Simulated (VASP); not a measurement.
# W (Im-3m) in VASP: notebook

The runs below take W through single point, relaxation of cell and atoms, with PBE.

All numbers are computed with VASP 6.6.1; they aren't measurements. Logs are shortened: lines on timing, memory, paths and dates and some standing lists are left out, and cuts for length are marked.

### Step 1. The cell of the first run

Symmetry: Im-3m, No. 229, cubic system. Conventional cell: a = 3.185 Å, b = 3.185 Å, c = 3.185 Å, α = 90.00°, β = 90.00°, γ = 90.00°. Within 3.6 Å of W (site symmetry m-3m) lie 14 W at 2.76 to 3.18 Å.

### Step 2. Single point, PBE

Contents of INCAR:

```
SYSTEM = W
PREC     = Accurate       ! precision mode
ENCUT    = 520            ! plane-wave cutoff, eV
EDIFF    = 1E-6           ! SCF threshold, eV
ISMEAR   = -1             ! smearing method
SIGMA    = 0.08           ! smearing width, eV
LREAL    = .False.        ! projectors in reciprocal space
LASPH    = .True.         ! aspherical terms in the spheres
NELM     = 80             ! most SCF steps
ALGO     = Normal         ! electronic algorithm
ISIF     = 2              ! what is computed and relaxed
LWAVE    = .False.        ! write WAVECAR
LCHARG   = .False.        ! write CHGCAR
GGA      = PE             ! functional
NBANDS   = 13             ! bands
```

Contents of KPOINTS:

```
regular mesh
0
Gamma
  14 14 14
  0 0 0
```

Contents of POSCAR:

```
W
1.0
   -1.5923524697      1.5923524697      1.5923524697
    1.5923524697     -1.5923524697      1.5923524697
    1.5923524697      1.5923524697     -1.5923524697
W
1
Direct
    0.0000000000      0.0000000000      0.0000000000
```

Potentials or basis: VASP PAW PBE potentials, release 64 (W_sv).

Run with:

```
$ cat potpaw_PBE.64/W_sv/POTCAR > POTCAR
$ mpirun -np 1 vasp_std > vasp.out
```

OUTCAR:

```text
SYSTEM = W
   PREC = Accurate
   ENCUT = 520
   EDIFF = 1E-6
   ISMEAR = -1
   LREAL = .False.
   LASPH = .True.
   NELM = 80
   ISIF = 2
   GGA = PE

 ion  position               nearest neighbor table
   1  0.000  0.000  0.000-

  LATTYP: Found a body centered cubic cell.
 ALAT       =     3.1847049394

  Lattice vectors:

 A1 = (  -1.5923524697,   1.5923524697,   1.5923524697)
 A2 = (   1.5923524697,  -1.5923524697,   1.5923524697)
 A3 = (   1.5923524697,   1.5923524697,  -1.5923524697)

Analysis of symmetry for initial positions (statically):
=====================================================================
 Subroutine PRICEL returns:
 Original cell was already a primitive cell.

 Routine SETGRP: Setting up the symmetry group for a
 body centered cubic supercell.

 Subroutine GETGRP returns: Found 48 space group operations
 (whereof 48 operations were pure point group operations)
 out of a pool of 48 trial point group operations.

The static configuration has the point symmetry O_h .

Analysis of symmetry for dynamics (positions and initial velocities):
=====================================================================
 Subroutine PRICEL returns:
 Original cell was already a primitive cell.

 Routine SETGRP: Setting up the symmetry group for a
 body centered cubic supercell.

 Subroutine GETGRP returns: Found 48 space group operations
 (whereof 48 operations were pure point group operations)
 out of a pool of 48 trial point group operations.

The dynamic configuration has the point symmetry O_h .

 Subroutine INISYM returns: Found 48 space group operations
 (whereof 48 operations are pure point group operations),
 and found     1 'primitive' translations

----------------------------------------------------------------------------------------

                                     Primitive cell

  volume of cell :      16.1502

  direct lattice vectors                    reciprocal lattice vectors
    -1.592352470  1.592352470  1.592352470     0.000000000  0.314000832  0.314000832
     1.592352470 -1.592352470  1.592352470     0.314000832  0.000000000  0.314000832
     1.592352470  1.592352470 -1.592352470     0.314000832  0.314000832  0.000000000

  length of vectors
     2.758035381  2.758035381  2.758035381     0.444064235  0.444064235  0.444064235

  position of ions in fractional coordinates (direct lattice)
     0.000000000  0.000000000  0.000000000

  ion indices of the primitive-cell ions
   primitive index   ion index
                 1           1
[... 74 lines left out ...]
   EDIFFG = 0.1E-04   stopping-criterion for IOM
   NSW    =      0    number of steps for IOM
   IBRION =     -1    ionic relax: 0-MD 1-quasi-New 2-CG
   NFREE  =      0    steps in history (QN), initial steepest desc. (CG)
   ISIF   =      2    stress and relaxation
   ISYM   =      2    0-nonsym 1-usesym 2-fastsym
   POTIM  = 0.5000    time-step for ionic-motion
   TEBEG  =    0.0;   TEEND  =   0.0 temperature during run
   PSTRESS=    0.0 pullay stress
   NELECT =      14.0000    total number of electrons
   NUPDOWN=      -1.0000    fix difference up-down
   EMIN   =  10.00;   EMAX   =-10.00  energy-range for DOS
   EFERMI =   0.00;   METHOD = LEGACY
   ISMEAR =    -1;   SIGMA  =   0.08  broadening in eV -4-tet -1-fermi 0-gaus
   EFERMI_NEDOS =   21; number of points for ismear=-14 and -15
   IALGO  =     38    algorithm
   IMIX   =      4    mixing-type and parameters
     AMIX     =   0.40;   BMIX     =  1.00
     AMIX_MAG =   1.60;   BMIX_MAG =  1.00
  volume/ion in A,a.u.               =      16.15       108.99
  Fermi-wavevector in a.u.,A,eV,Ry     =   1.560960  2.949786 33.151882  2.436595
  Thomas-Fermi vector in A             =   2.664095
   LORBIT       =      0    0 simple, 1 ext, 2 COOP (PROOUT), +10 PAW based schemes
   GGA     = PE    functional components
   LHFCALC =     F    Hartree Fock is set to
   AEXX    =    0.0000 exact exchange contribution
   IVDW    =     0    specifies the selected vdW correction
   LEPSILON=     F    determine dielectric tensor
   LRPA    =     F    only Hartree local field effects (RPA)
 non-spin polarized calculation
  energy-cutoff  :      520.00
  volume of cell :       16.15
 maximum number of plane-waves:       466
 NGX is ok and might be reduce to    24
   NGX = 11   NGY = 11   NGZ = 11

 number of electron      14.0000002 magnetization

 Free energy of the ion-electron system (eV)
  ---------------------------------------------------
  ext. energy  EPLUGINS =         0.00000000
  ---------------------------------------------------
  free energy    TOTEN  =       -12.95413927 eV

  energy without entropy =      -12.94137389  energy(sigma->0) =      -12.94775658

 E-fermi :  11.2419     XC(G=0): -13.5367

 val. band max:       11.1877289205   @ k =   0.5000   0.5000   0.2143
 cond. band min:      11.2641738351   @ k =  -0.4286   0.5000   0.2857
 fundamental gap:      0.0764449146
 Fermi energy:        11.2419318790

 k-point     1 :       0.0000    0.0000    0.0000
  band No.  band energies     occupation
      1     -63.0415      2.00000
      2     -26.6295      2.00000
      3     -26.6295      2.00000
      4     -26.6295      2.00000
      5       1.6420      2.00000
      6       9.9728      2.00000
      7       9.9728      2.00000
      8       9.9728      2.00000
      9      13.3892      0.00000
     10      13.3892      0.00000
     11      25.6506      0.00000
     12      25.6506      0.00000
     13      25.6506      0.00000
[... 354 lines left out ...]
  band No.  band energies     occupation
      1     -62.9034      2.00000
      2     -27.5594      2.00000
      3     -27.3749      2.00000
      4     -26.7813      2.00000
      5       6.8157      2.00000
      6       8.2252      2.00000
      7       8.9067      2.00000
      8      13.6036      0.00000
      9      14.1826      0.00000
     10      19.3165      0.00000
     11      21.1592      0.00000
     12      23.1913      0.00000
     13      28.0823      0.00000

 [... further k-points ...]
[... 5 lines left out ...]
  --------------------------------------------------------------------------------------
  -------------------------------------------------------------------------------------
  Total        0.0451087      0.0451087      0.0451087     -0.0000000      0.0000000     -0.0000000
  in kB        4.4749988      4.4749988      4.4749988     -0.0000000      0.0000000     -0.0000000
  external PRESSURE =       4.4749988 kB  Pullay stress =       0.0000000 kB

 VOLUME and BASIS-vectors are now :
 -----------------------------------------------------------------------------
  energy-cutoff  :      520.00
  volume of cell :       16.15
      direct lattice vectors                 reciprocal lattice vectors
    -1.592352470  1.592352470  1.592352470     0.000000000  0.314000832  0.314000832
     1.592352470 -1.592352470  1.592352470     0.314000832  0.000000000  0.314000832
     1.592352470  1.592352470 -1.592352470     0.314000832  0.314000832  0.000000000

 POSITION                                       TOTAL-FORCE (eV/Angst)
 -----------------------------------------------------------------------------------
      0.00000      0.00000      0.00000        -0.000000      0.000000      0.000000
 -----------------------------------------------------------------------------------
    total drift:                                0.000000      0.000000     -0.000000

  FREE ENERGIE OF THE ION-ELECTRON SYSTEM (eV)
  ---------------------------------------------------
  free  energy   TOTEN  =       -12.9541392713 eV

  energy  without entropy=      -12.9413738853  energy(sigma->0) =      -12.94775658
```

OSZICAR:

```text
N       E                     dE             d eps       ncg     rms          rms(c)
DAV:   1     0.835223749133E+02    0.83522E+02   -0.75437E+03  2728   0.123E+03
DAV:   2    -0.119580289158E+02   -0.95480E+02   -0.91665E+02  3019   0.314E+02
DAV:   3    -0.135832893659E+02   -0.16253E+01   -0.16209E+01  2984   0.398E+01
DAV:   4    -0.135902000367E+02   -0.69107E-02   -0.69106E-02  2969   0.285E+00
DAV:   5    -0.135902587723E+02   -0.58736E-04   -0.58735E-04  3014   0.248E-01    0.202E+01
DAV:   6    -0.130893717801E+02    0.50089E+00   -0.42442E-01  2799   0.869E+00    0.797E+00
DAV:   7    -0.129582797854E+02    0.13109E+00   -0.22280E-01  2954   0.598E+00    0.698E-01
DAV:   8    -0.129541650947E+02    0.41147E-02   -0.42833E-03  2769   0.846E-01    0.790E-02
DAV:   9    -0.129541450035E+02    0.20091E-04   -0.10126E-04  3059   0.124E-01    0.453E-02
DAV:  10    -0.129541385578E+02    0.64456E-05   -0.13261E-05  2869   0.503E-02    0.726E-03
DAV:  11    -0.129541392713E+02   -0.71349E-06   -0.25715E-07  1927   0.609E-03
   1 F= -.12954139E+02 E0= -.12947757E+02  d E =-.127654E-01
```

stdout:

```text
POSCAR found type information on POSCAR W
 POSCAR found :  1 types and       1 ions
 scaLAPACK will be used
 LDA part: xc-table for (Slater+PW92), standard interpolation
 POSCAR, INCAR and KPOINTS ok, starting setup
 FFT: planning ... GRIDC
 FFT: planning ... GRID_SOFT
 FFT: planning ... GRID
 WAVECAR not read
 entering main loop
```

Wall time 10 s (1 thread of Intel Xeon Platinum 8488C (Sapphire Rapids), shared host); peak memory 0.15 GiB.

What came out:

| Property | Result |
| --- | --- |
| Free energy | -12.9541 eV |
| Pressure | 0.4 GPa |
| Band gap on the k mesh | zero (band 7 reaches 16.20 eV, above the bottom of band 8 at 9.97 eV) |

Levels at points of the mesh, in eV from the Fermi level:
```
           k point  band 5  band 6  band 7  band 8  band 9  band 10
(0.00, 0.00, 0.00)   -9.60   -1.27   -1.27   -1.27    2.15     2.15
(0.50, 0.00, 0.00)   -6.22   -3.55    0.55    2.03    2.99     5.91
(0.50, 0.50, 0.50)   -5.75   -5.75    4.96    4.96    4.96     8.03
```

Caveat: spin-orbit coupling is left out, which moves the levels of the heavy elements.

### Step 3. Relaxation of cell and atoms, PBE

This run uses another cell than the first one, of 16.70 Å³/atom, 1.034 times its volume.

Contents of INCAR:

```
SYSTEM = W
ALGO = Normal ; EDIFF = 1E-6
EDIFFG = -0.005 ; ENCUT = 600
GGA = PE ; IBRION = 2
ISIF = 3 ; ISMEAR = -1
LASPH = .TRUE. ; LCHARG = .FALSE.
LREAL = .FALSE. ; LWAVE = .FALSE.
NELM = 60 ; NSW = 100
PREC = Accurate ; SIGMA = 0.08
```

Contents of KPOINTS:

```
k-points
0
G
  14 14 14
  0 0 0
```

Contents of POSCAR:

```
W
1.0
   -1.6102605904      1.6102605904      1.6102605904
    1.6102605904     -1.6102605904      1.6102605904
    1.6102605904      1.6102605904     -1.6102605904
W
1
Direct
    0.0000000000      0.0000000000      0.0000000000
```

Potentials or basis: VASP PAW PBE potentials, release 64 (W_sv).

Run with:

```
$ cat potpaw_PBE.64/W_sv/POTCAR > POTCAR
$ mpirun -np 1 vasp_std > vasp.out
```

Wall time 26 s (1 thread of Intel Xeon Platinum 8488C (Sapphire Rapids), shared host); peak memory 0.16 GiB.

Results (log left out):

| Property | Result |
| --- | --- |
| Free energy | -12.9545 eV |
| Relaxed volume | 16.18 Å³/atom |
| Relaxed cell | a = 2.760 Å, b = 2.760 Å, c = 2.760 Å, α = 109.47°, β = 109.47°, γ = 109.47° |
| Space group after relaxing (to 0.05 Å) | Im-3m (No. 229) |
| Energy gained by relaxing | 15.3 meV/atom |
| Ionic steps | 4 |
| Pressure after relaxing | 0.0 GPa |
| Band gap on the k mesh | zero (band 7 reaches 16.16 eV, above the bottom of band 8 at 9.95 eV) |

The path:
```tsv
step	energy change (eV)	largest force (eV/Å)	pressure (GPa)	volume (Å³)
1	0.0000	0.0000	-9.07	16.70
2	0.1782	0.0000	40.97	14.52
3	-0.0152	0.0000	-0.47	16.20
4	-0.0153	0.0000	-0.03	16.18
```

Final structure:
```
W
1.0
    -1.59330    1.59330    1.59330
     1.59330   -1.59330    1.59330
     1.59330    1.59330   -1.59330
W
1
Direct
  0.00000 0.00000 0.00000
```

Levels at points of the mesh, in eV from the Fermi level:
```
           k point  band 3  band 4  band 5  band 6  band 7  band 8  band 9  band 10  band 11
(0.00, 0.00, 0.00)  -37.88  -37.88   -9.59   -1.27   -1.27   -1.27    2.14     2.14    14.41
(0.50, 0.00, 0.00)  -38.27  -37.88   -6.21   -3.54    0.54    2.03    2.98     5.90    10.68
(0.50, 0.50, 0.50)  -38.72  -38.72   -5.74   -5.74    4.95    4.95    4.95     8.02     8.02
```

Caveat: spin-orbit coupling is left out, which moves the levels of the heavy elements.
